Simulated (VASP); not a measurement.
# LiH (Pm-3m) in VASP: further runs, part 2 of 2

VASP 6.6.1.

## (3) Single point, PBE-based global hybrid

Contents of POSCAR:

```
LiH
1.0
    2.5016587112      0.0000000000      0.0000000000
    0.0000000000      2.5016587112      0.0000000000
    0.0000000000      0.0000000000      2.5016587112
Li H
1 1
Direct
    0.0000000000      0.0000000000      0.0000000000
    0.5000000000      0.5000000000      0.5000000000
```

Contents of INCAR.step1:

```
  PREC = Accurate
  ENCUT = 520
  EDIFF = 1E-5
  ISMEAR = 0
  SIGMA = 0.01
  LREAL = F
  LASPH = T
  NELM = 60
  ALGO = Normal
  ISIF = 2
  LWAVE = T
  LCHARG = F
  NBANDS = 9
  GGA = PE
```

Contents of INCAR.step2:

```
  PREC = Accurate
  ENCUT = 520
  EDIFF = 1E-7
  ISMEAR = 0
  SIGMA = 0.01
  LREAL = F
  LASPH = T
  NELM = 60
  ALGO = Normal
  ISIF = 2
  LWAVE = F
  LCHARG = F
  GGA = PE
  LHFCALC = T
  AEXX = 0.2
  PRECFOCK = Normal
  NBANDS = 9
  ISTART = 1
```

Contents of KPOINTS:

```
regular mesh
0
Gamma
  4 4 4
```

Potentials or basis: VASP PAW PBE potentials, release 64 (Li_sv, H).

Launch:

```sh
cat potpaw_PBE.64/Li_sv/POTCAR potpaw_PBE.64/H/POTCAR > POTCAR
cp INCAR.step1 INCAR
mpirun -np 1 vasp_std > vasp.out
cp INCAR.step2 INCAR
mpirun -np 1 vasp_std > vasp.out
```

OUTCAR:

```text
PREC = Accurate
   ENCUT = 520
   EDIFF = 1E-7
   ISMEAR = 0
   LREAL = F
   LASPH = T
   NELM = 60
   ISIF = 2
   GGA = PE
   LHFCALC = T
   AEXX = 0.2
   PRECFOCK = Normal
   ISTART = 1

 ion  position               nearest neighbor table
   1  0.000  0.000  0.000-
   2  0.500  0.500  0.500-

  LATTYP: Found a simple cubic cell.
 ALAT       =     2.5016587112

  Lattice vectors:

 A1 = (   2.5016587112,   0.0000000000,   0.0000000000)
 A2 = (   0.0000000000,   2.5016587112,   0.0000000000)
 A3 = (   0.0000000000,   0.0000000000,   2.5016587112)

Analysis of symmetry for initial positions (statically):
=====================================================================
 Subroutine PRICEL returns:
 Original cell was already a primitive cell.

 Routine SETGRP: Setting up the symmetry group for a
 simple cubic supercell.

 Subroutine GETGRP returns: Found 48 space group operations
 (whereof 48 operations were pure point group operations)
 out of a pool of 48 trial point group operations.

The static configuration has the point symmetry O_h .

Analysis of symmetry for dynamics (positions and initial velocities):
=====================================================================
 Subroutine PRICEL returns:
 Original cell was already a primitive cell.

 Routine SETGRP: Setting up the symmetry group for a
 simple cubic supercell.

 Subroutine GETGRP returns: Found 48 space group operations
 (whereof 48 operations were pure point group operations)
 out of a pool of 48 trial point group operations.

The dynamic configuration has the point symmetry O_h .

 Subroutine INISYM returns: Found 48 space group operations
 (whereof 48 operations are pure point group operations),
[... 108 lines left out ...]
   PRECFOCK=normal    Normal, Fast or Accurate (Low or Medium for compatibility)
   ENCUT4O =  -1.0   cutoff for four orbital integrals eV
   NKREDX  =     1    reduce k-point grid by
   NKREDY  =     1    reduce k-point grid by
   NKREDZ  =     1    reduce k-point grid by
   AEXX    =    0.2000 exact exchange contribution
   HFSCREEN=    0.0000 screening length (either q_TF or 0.3 A-1)
   HFSCREENC=   0.0000 screening length for correlation (either q_TF or 0.3 A-1)
   ENCUTFOCK=  -1.0 apply spherical cutoff to Coloumb kernel
   IVDW    =     0    specifies the selected vdW correction
   LEPSILON=     F    determine dielectric tensor
   LRPA    =     F    only Hartree local field effects (RPA)
 non-spin polarized calculation
 Gauss-broadening in eV      SIGMA  =   0.01
  energy-cutoff  :      520.00
  volume of cell :       15.66
 maximum number of plane-waves:       437
 NGX is ok and might be reduce to    20
  NGX = 14; NGY = 14; NGZ = 14

 number of electron       4.0000011 magnetization

 Free energy of the ion-electron system (eV)
  ---------------------------------------------------
  ext. energy  EPLUGINS =         0.00000000
  ---------------------------------------------------
  free energy    TOTEN  =        -6.38780313 eV

  energy without entropy =       -6.38780313  energy(sigma->0) =       -6.38780313

 E-fermi :   3.1135     XC(G=0):  -7.1874

 val. band max:        2.9623407135   @ k =   0.5000   0.5000   0.5000
 cond. band min:       4.8945111559   @ k =   0.5000   0.0000   0.0000
 fundamental gap:      1.9321704424
 Fermi energy:         3.1134522680

 k-point     1 :       0.0000    0.0000    0.0000
  band No.  band energies     occupation
      1     -47.9460      2.00000
      2      -6.6406      2.00000
      3      16.4931      0.00000
      4      16.4931      0.00000
      5      16.4931      0.00000
      6      17.4334      0.00000
      7      19.5598      0.00000
      8      19.5598      0.00000
      9      36.5196      0.00000
[... 97 lines left out ...]
 k-point    10 :       0.5000    0.5000    0.5000
  band No.  band energies     occupation
      1     -47.7989      2.00000
      2       2.9623      2.00000
      3      10.8221      0.00000
      4      10.8221      0.00000
      5      10.8221      0.00000
      6      13.1475      0.00000
      7      13.1475      0.00000
      8      13.1475      0.00000
      9      26.3227      0.00000

------------------------ aborting loop because EDIFF is reached ----------------------------------------

  FORCE on cell =-STRESS in cart. coord.  units (eV):
  Direction    XX          YY          ZZ          XY          YZ          ZX
  --------------------------------------------------------------------------------------
  -------------------------------------------------------------------------------------
  Total        0.0691761      0.0691761      0.0691761      0.0000000     -0.0000000      0.0000000
  in kB        7.0791702      7.0791702      7.0791702      0.0000000     -0.0000000      0.0000000
  external PRESSURE =       7.0791702 kB  Pullay stress =       0.0000000 kB

 VOLUME and BASIS-vectors are now :
 -----------------------------------------------------------------------------
  energy-cutoff  :      520.00
  volume of cell :       15.66
      direct lattice vectors                 reciprocal lattice vectors
     2.501658711  0.000000000  0.000000000     0.399734782  0.000000000  0.000000000
     0.000000000  2.501658711  0.000000000     0.000000000  0.399734782  0.000000000
     0.000000000  0.000000000  2.501658711     0.000000000  0.000000000  0.399734782

 POSITION                                       TOTAL-FORCE (eV/Angst)
 -----------------------------------------------------------------------------------
      0.00000      0.00000      0.00000         0.000000      0.000000      0.000000
      1.25083      1.25083      1.25083         0.000000      0.000000      0.000000
 -----------------------------------------------------------------------------------
    total drift:                                0.000000      0.000000      0.000000

  FREE ENERGIE OF THE ION-ELECTRON SYSTEM (eV)
  ---------------------------------------------------
  free  energy   TOTEN  =        -6.3878031334 eV

  energy  without entropy=       -6.3878031334  energy(sigma->0) =       -6.38780313
```

Wall time 5.9 s (1 thread of Intel Xeon 6975P-C (Granite Rapids), shared host); peak memory 0.12 GiB.

What came out:

| Quantity | Value |
| --- | --- |
| Free energy | -6.3878 eV |
| Band gap on the k mesh | 1.93 eV, indirect (least direct gap 5.69 eV) |

Levels at points of the mesh, in eV from the valence-band top:
```csv
k point,band 1,band 2,band 3,band 4,band 5,band 6
"(0.00, 0.00, 0.00)",-50.91,-9.60,13.53,13.53,13.53,14.47
"(0.50, 0.00, 0.00)",-50.85,-7.12,1.93,13.20,17.86,17.86
"(0.50, 0.50, 0.00)",-50.80,-2.90,2.79,2.79,10.59,21.10
"(0.50, 0.50, 0.50)",-50.76,0.00,7.86,7.86,7.86,10.19
```

Caveat: the k points lie up to 0.63 Å⁻¹ apart; the cutoff is under 1.25 times the usual one of these potentials, so pressure, stress and relaxed cells hold a basis-set (Pulay) error; the PAW data sets were made with another functional, which shifts forces and pressure a little. A k mesh can miss the band edges.
